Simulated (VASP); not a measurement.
# CsPbCl3 in VASP: a series of runs

Runs on CsPbCl3. Level: PBE. Tasks: single point.

All numbers are computed with VASP 6.6.1; they aren't measurements. Logs are shortened: lines on timing, memory, paths and dates and some standing lists are left out, and cuts for length are marked.

**1. The cell of the first run**

The typed cell holds 5 atoms: a = 5.677 Å, b = 5.677 Å, c = 5.677 Å, α = 90.00°, β = 90.00°, γ = 90.00°.

**2. Single point, PBE**

File INCAR:

```
PREC     = Accurate       # precision mode
ENCUT    = 520            # plane-wave cutoff, eV
EDIFF    = 1E-6           # SCF threshold, eV
ISMEAR   = 0              # smearing method
SIGMA    = 0.01           # smearing width, eV
LREAL    = F              # projectors in reciprocal space
LASPH    = T              # aspherical terms in the spheres
NELM     = 80             # most SCF steps
ALGO     = Normal         # electronic algorithm
ISIF     = 2              # what is computed and relaxed
LWAVE    = F              # write WAVECAR
LCHARG   = F              # write CHGCAR
GGA      = PE             # functional
NBANDS   = 30             # bands
```

File KPOINTS:

```
Automatic mesh
0
Gamma
  2 2 2
```

File POSCAR:

```
CsPbCl3
1.0
    4.0141224310      2.3175546661      3.2773182345
   -4.0141224310      2.3175546661      3.2773182345
    0.0000000000     -4.6351093322      3.2773182345
Cs Pb Cl
1 1 3
Direct
    0.5000000000      0.5000000000      0.5000000000
    0.0000000000      0.0000000000      0.0000000000
    0.5000000000      0.0000514515      0.9999485485
    0.0000514515      0.9999485485      0.5000000000
    0.9999485485      0.5000000000      0.0000514515
```

Potentials or basis: VASP PAW PBE potentials, release 64 (Cs_sv, Pb_d, Cl).

On the command line:

```
$ cat potpaw_PBE.64/Cs_sv/POTCAR potpaw_PBE.64/Pb_d/POTCAR potpaw_PBE.64/Cl/POTCAR > POTCAR
$ mpirun -np 1 vasp_std > vasp.out
```

OUTCAR:

```text
PREC = Accurate
   ENCUT = 520
   EDIFF = 1E-6
   ISMEAR = 0
   LREAL = F
   LASPH = T
   NELM = 80
   ISIF = 2
   GGA = PE

 ion  position               nearest neighbor table
   1  0.500  0.500  0.500-
   2  0.000  0.000  0.000-   3 2.84   5 2.84   5 2.84   3 2.84   4 2.84   4 2.84
   3  0.500  0.000  1.000-   2 2.84   2 2.84
   4  0.000  1.000  0.500-   2 2.84   2 2.84
   5  1.000  0.500  0.000-   2 2.84   2 2.84

  LATTYP: Found a trigonal (rhomboedric) cell.
 ALAT       =     5.6767114892
 COS(alpha) =    -0.0000404794

  Lattice vectors:

 A1 = (   4.0141224310,   2.3175546661,   3.2773182345)
 A2 = (  -4.0141224310,   2.3175546661,   3.2773182345)
 A3 = (   0.0000000000,  -4.6351093322,   3.2773182345)

Analysis of symmetry for initial positions (statically):
=====================================================================
 Subroutine PRICEL returns:
 Original cell was already a primitive cell.

 Routine SETGRP: Setting up the symmetry group for a
 trigonal (rhombohedral) supercell.

 Subroutine GETGRP returns: Found  6 space group operations
 (whereof  6 operations were pure point group operations)
 out of a pool of 12 trial point group operations.

The static configuration has the point symmetry D_3 .

Analysis of symmetry for dynamics (positions and initial velocities):
=====================================================================
 Subroutine PRICEL returns:
 Original cell was already a primitive cell.

 Routine SETGRP: Setting up the symmetry group for a
 trigonal (rhombohedral) supercell.

 Subroutine GETGRP returns: Found  6 space group operations
 (whereof  6 operations were pure point group operations)
 out of a pool of 12 trial point group operations.

The dynamic configuration has the point symmetry D_3 .

 Subroutine INISYM returns: Found  6 space group operations
 (whereof  6 operations are pure point group operations),
 and found     1 'primitive' translations

----------------------------------------------------------------------------------------

                                     Primitive cell

  volume of cell :     182.9323

  direct lattice vectors                    reciprocal lattice vectors
     4.014122431  2.317554666  3.277318235     0.124560227  0.071914880  0.101709175
    -4.014122431  2.317554666  3.277318235    -0.124560227  0.071914880  0.101709175
     0.000000000 -4.635109332  3.277318235     0.000000000 -0.143829761  0.101709175

  length of vectors
     5.676711489  5.676711489  5.676711489     0.176158328  0.176158328  0.176158328

  position of ions in fractional coordinates (direct lattice)
     0.500000000  0.500000000  0.500000000
     0.000000000  0.000000000  0.000000000
     0.500000000  0.000051451  0.999948549
     0.000051451  0.999948549  0.500000000
     0.999948549  0.500000000  0.000051451

  ion indices of the primitive-cell ions
   primitive index   ion index
                 1           1
                 2           2
                 3           3
                 4           4
                 5           5

----------------------------------------------------------------------------------------

 KPOINTS: Automatic mesh

Automatic generation of k-mesh.
 Grid dimensions read from file:
 generate k-points for:    2    2    2

 Generating k-lattice:

  Cartesian coordinates                     Fractional coordinates (reciprocal lattice)
     0.062280113  0.035957440  0.050854587     0.500000000 -0.000000000  0.000000000
    -0.062280113  0.035957440  0.050854587    -0.000000000  0.500000000  0.000000000
     0.000000000 -0.071914880  0.050854587     0.000000000  0.000000000  0.500000000

  Length of vectors
     0.088079164  0.088079164  0.088079164

  Shift w.r.t. Gamma in fractional coordinates (k-lattice)
     0.000000000  0.000000000  0.000000000

 Subroutine IBZKPT returns following result:
 ===========================================

 Found      4 irreducible k-points:

 Following reciprocal coordinates:
            Coordinates               Weight
  0.000000  0.000000  0.000000      1.000000
  0.500000 -0.000000  0.000000      3.000000
  0.500000  0.500000  0.000000      3.000000
  0.500000  0.500000  0.500000      1.000000
   k-points           NKPTS =      4   k-points in BZ     NKDIM =      4   number of bands    NBANDS=     30
   number of dos      NEDOS =    301   number of ions     NIONS =      5
   total plane-waves  NPLWV =  74088
   dimension x,y,z NGX =    42 NGY =   42 NGZ =   42
   dimension x,y,z NGXF=    84 NGYF=   84 NGZF=   84
   ions per type =               1   1   3
   NGX,Y,Z   is equivalent  to a cutoff of  12.30, 12.30, 12.30 a.u.
   NGXF,Y,Z  is equivalent  to a cutoff of  24.60, 24.60, 24.60 a.u.
 SYSTEM =  unknown system
   PREC   = accura    normal or accurate (medium, high low for compatibility)
   ISTART =      0    job   : 0-new  1-cont  2-samecut
   ICHARG =      2    charge: 1-file 2-atom 10-const
   ISPIN  =      1    spin polarized calculation?
   LNONCOLLINEAR =      F non collinear calculations
   LSORBIT =      F    spin-orbit coupling
   LASPH  =      T    aspherical Exc in radial PAW
   ENCUT  =  520.0 eV  38.22 Ry    6.18 a.u.  10.55 10.55 10.55*2*pi/ulx,y,z
   NELM   =     80;   NELMIN=  2; NELMDL= -5     # of ELM steps
   EDIFF  = 0.1E-05   stopping-criterion for ELM
   LREAL  =      F    real-space projection
   EDIFFG = 0.1E-04   stopping-criterion for IOM
   NSW    =      0    number of steps for IOM
   IBRION =     -1    ionic relax: 0-MD 1-quasi-New 2-CG
   NFREE  =      0    steps in history (QN), initial steepest desc. (CG)
   ISIF   =      2    stress and relaxation
   ISYM   =      2    0-nonsym 1-usesym 2-fastsym
   POTIM  = 0.5000    time-step for ionic-motion
   TEBEG  =    0.0;   TEEND  =   0.0 temperature during run
   PSTRESS=    0.0 pullay stress
   NELECT =      44.0000    total number of electrons
   NUPDOWN=      -1.0000    fix difference up-down
   EMIN   =  10.00;   EMAX   =-10.00  energy-range for DOS
   EFERMI =   0.00;   METHOD = LEGACY
   ISMEAR =     0;   SIGMA  =   0.01  broadening in eV -4-tet -1-fermi 0-gaus
   EFERMI_NEDOS =   21; number of points for ismear=-14 and -15
   IALGO  =     38    algorithm
   IMIX   =      4    mixing-type and parameters
     AMIX     =   0.40;   BMIX     =  1.00
     AMIX_MAG =   1.60;   BMIX_MAG =  1.00
  volume/ion in A,a.u.               =      36.59       246.90
  Fermi-wavevector in a.u.,A,eV,Ry     =   1.018112  1.923953 14.103148  1.036552
  Thomas-Fermi vector in A             =   2.151551
   LORBIT       =      0    0 simple, 1 ext, 2 COOP (PROOUT), +10 PAW based schemes
   GGA     = PE    functional components
   LHFCALC =     F    Hartree Fock is set to
   AEXX    =    0.0000 exact exchange contribution
   IVDW    =     0    specifies the selected vdW correction
   LEPSILON=     F    determine dielectric tensor
   LRPA    =     F    only Hartree local field effects (RPA)
 non-spin polarized calculation
 Gauss-broadening in eV      SIGMA  =   0.01
  energy-cutoff  :      520.00
  volume of cell :      182.93
 maximum number of plane-waves:      4950
   NGX = 21   NGY = 21   NGZ = 21

 number of electron      44.0000021 magnetization

 Free energy of the ion-electron system (eV)
  ---------------------------------------------------
  ext. energy  EPLUGINS =         0.00000000
  ---------------------------------------------------
  free energy    TOTEN  =       -17.03088159 eV

  energy without entropy =      -17.03088159  energy(sigma->0) =      -17.03088159

 E-fermi :   1.3880     XC(G=0):  -7.6518

 val. band max:        1.3442676543   @ k =   0.5000   0.5000   0.5000
 cond. band min:       3.3821700380   @ k =   0.5000   0.5000   0.5000
 fundamental gap:      2.0379023837
 Fermi energy:         1.3879963085

 k-point     1 :       0.0000    0.0000    0.0000
  band No.  band energies     occupation
      1     -19.8264      2.00000
      2     -15.4234      2.00000
      3     -15.4234      2.00000
      4     -15.2475      2.00000
      5     -15.2475      2.00000
      6     -15.2475      2.00000
[... 22 lines left out ...]
     29       7.4198      0.00000
     30       7.4200      0.00000

 k-point     2 :       0.5000   -0.0000    0.0000
  band No.  band energies     occupation
      1     -19.8247      2.00000
      2     -15.4232      2.00000
      3     -15.3459      2.00000
      4     -15.2486      2.00000
      5     -15.2486      2.00000
      6     -15.2474      2.00000
[... 22 lines left out ...]
     29       7.2880      0.00000
     30       8.4500      0.00000

 k-point     3 :       0.5000    0.5000    0.0000
  band No.  band energies     occupation
      1     -19.8232      2.00000
      2     -15.3869      2.00000
      3     -15.2980      2.00000
      4     -15.2497      2.00000
      5     -15.2486      2.00000
      6     -15.2485      2.00000
[... 22 lines left out ...]
     29       7.7681      0.00000
     30       7.7682      0.00000

 k-point     4 :       0.5000    0.5000    0.5000
  band No.  band energies     occupation
      1     -19.8220      2.00000
      2     -15.2980      2.00000
      3     -15.2980      2.00000
      4     -15.2498      2.00000
      5     -15.2498      2.00000
      6     -15.2498      2.00000
[... 22 lines left out ...]
     29       7.0915      0.00000
     30       8.2701      0.00000

------------------------ aborting loop because EDIFF is reached ----------------------------------------

  FORCE on cell =-STRESS in cart. coord.  units (eV):
  Direction    XX          YY          ZZ          XY          YZ          ZX
  --------------------------------------------------------------------------------------
  -------------------------------------------------------------------------------------
  Total        2.0828130      2.0828130      2.0833773     -0.0000000     -0.0000000      0.0000000
  in kB       18.2419140     18.2419140     18.2468557     -0.0000000     -0.0000000      0.0000000
  external PRESSURE =      18.2435612 kB  Pullay stress =       0.0000000 kB

 VOLUME and BASIS-vectors are now :
 -----------------------------------------------------------------------------
  energy-cutoff  :      520.00
  volume of cell :      182.93
      direct lattice vectors                 reciprocal lattice vectors
     4.014122431  2.317554666  3.277318235     0.124560227  0.071914880  0.101709175
    -4.014122431  2.317554666  3.277318235    -0.124560227  0.071914880  0.101709175
     0.000000000 -4.635109332  3.277318235     0.000000000 -0.143829761  0.101709175

 POSITION                                       TOTAL-FORCE (eV/Angst)
 -----------------------------------------------------------------------------------
      0.00000      0.00000      4.91598         0.000000      0.000000      0.000000
      0.00000      0.00000      0.00000         0.000000      0.000000      0.000000
      2.00685     -3.47597      4.91598        -0.000152      0.000263      0.000000
     -4.01371      0.00000      4.91598         0.000304      0.000000     -0.000000
      2.00685      3.47597      4.91598        -0.000152     -0.000263      0.000000
 -----------------------------------------------------------------------------------
    total drift:                                0.000000     -0.000000      0.000000

  FREE ENERGIE OF THE ION-ELECTRON SYSTEM (eV)
  ---------------------------------------------------
  free  energy   TOTEN  =       -17.0308815897 eV

  energy  without entropy=      -17.0308815897  energy(sigma->0) =      -17.03088159
```

It took 61 s on 1 thread of Intel Xeon 8259CL, shared host; peak memory 0.25 GiB.

Results:

- Free energy: -17.0309 eV
- Pressure: 1.8 GPa
- Band gap on the k mesh: 2.04 eV

Caveat: the k points lie up to 0.55 Å⁻¹ apart; spin-orbit coupling is left out, which moves the levels of the heavy elements.

**3. Single point, PBE**

File INCAR:

```
ALGO = Normal
EDIFF = 1E-6
ENCUT = 520
GGA = PE
ISIF = 2
ISMEAR = 0
LASPH = True
LCHARG = True
LELF = True
LREAL = False
LVHAR = True
LWAVE = False
NBANDS = 30
NELM = 60
PREC = Accurate
SIGMA = 0.01
```

File KPOINTS:

```
k-points
0
Gamma
  4 4 4
```

POSCAR is that of step 2.

Potentials or basis: VASP PAW PBE potentials, release 64 (Cs_sv, Pb_d, Cl).

On the command line:

```
$ cat potpaw_PBE.64/Cs_sv/POTCAR potpaw_PBE.64/Pb_d/POTCAR potpaw_PBE.64/Cl/POTCAR > POTCAR
$ mpirun -np 1 vasp_std > vasp.out
```

It took 2.5 min on 1 thread of Intel Xeon 8259CL, shared host; peak memory 0.29 GiB.

Results (log left out):

* Free energy: -17.5345 eV
* Pressure: 0.7 GPa
* Band gap on the k mesh: 2.10 eV

Levels at points of the mesh, in eV from the valence-band top:
| k point | band 18 | band 19 | band 20 | band 21 | band 22 | band 23 | band 24 | band 25 | band 26 | band 27 |
| --- | --- | --- | --- | --- | --- | --- | --- | --- | --- | --- |
| (0.00, 0.00, 0.00) | -2.35 | -2.35 | -2.26 | -2.26 | -2.26 | 3.53 | 4.55 | 4.55 | 5.45 | 5.45 |
| (0.50, 0.00, 0.00) | -2.44 | -2.44 | -2.35 | -2.35 | -1.55 | 3.10 | 4.86 | 5.38 | 5.38 | 5.40 |
| (0.50, 0.50, 0.00) | -2.52 | -2.52 | -2.50 | -1.96 | -0.75 | 2.64 | 2.64 | 5.00 | 5.57 | 5.87 |
| (0.50, 0.50, 0.50) | -2.50 | -1.95 | -1.95 | -1.95 | 0.00 | 2.10 | 2.10 | 2.10 | 5.30 | 5.76 |

Caveat: spin-orbit coupling is left out, which moves the levels of the heavy elements. A k mesh can miss the band edges.
